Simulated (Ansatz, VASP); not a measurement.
## One calculation of Zr, two programs

Contents of INCAR:

```
PREC = Accurate
ENCUT = 520
EDIFF = 1E-7
ISMEAR = -1
SIGMA = 0.08
LREAL = F
LASPH = T
NELM = 60
ALGO = Normal
ISIF = 2
LWAVE = F
LCHARG = F
GGA = PS
NBANDS = 12
```

Contents of KPOINTS:

```
regular mesh
0
Gamma
  14 14 14
```

The input POSCAR:

```
Zr
1.0
   -1.7738000000      1.8100000000      1.8100000000
    1.8100000000     -1.7738000000      1.8100000000
    1.8100000000      1.8100000000     -1.7738000000
Zr
1
Direct
    0.0000000000      0.0000000000      0.0000000000
```

Input for Ansatz:

```yaml
crystal:
  lattice:
    - [-1.7738, 1.81, 1.81]
    - [1.81, -1.7738, 1.81]
    - [1.81, 1.81, -1.7738]
  atoms:
    - { symbol: Zr, position: [0.0, 0.0, 0.0] }
kpoints:
  mp_grid: { grid: [14, 14, 14] }
  band_path:
    path:
      - [0.0, 0.0, 0.0]
      - [0.0, 0.0, 0.5]
      - [-0.5, 0.5, 0.5]
      - [-0.7448729721, 0.2551270279, 0.2551270279]
      - [0.2551270279, 0.2551270279, 0.2551270279]
      - [0.0, 0.0, 0.0]
      - [-0.5, 0.0, 0.5]
    npoints: 5
scf:
  occupations: { method: fermi_dirac, width: 0.08 }
hamiltonian:
  xc: pbesol
  pseudopotentials: { kind: all_electron, lapw: { basis_error: 0.0005 } }
output:
  forces: true
  stress: true
  eigenvalues: true
```

Change from the starting cell: equal xy, yz and zx shear strains of +2 %.

Alike in both runs: task single point; functional PBEsol; k mesh 14 × 14 × 14; occupations fermi-dirac, width 0.08 eV; no spin polarisation.

|  | VASP | Ansatz |
| --- | --- | --- |
| version | VASP 6.6.1 | Ansatz 0.2.0 |
| potentials or method | VASP PAW PBE potentials, release 64 (Zr_sv), cutoff 520 eV | all-electron LAPW, scalar-relativistic |

|  | VASP | Ansatz | Ansatz less VASP |
| --- | --- | --- | --- |
| pressure (GPa) | -6.6 | -6.6 | -0.04 |
| traceless stress, the component that is largest in VASP (GPa) | -0.59 | -0.59 | +0.003 |

VASP's potentials were made for PBE, not for PBEsol. Ansatz ran all-electron here, and VASP with PAW potentials.
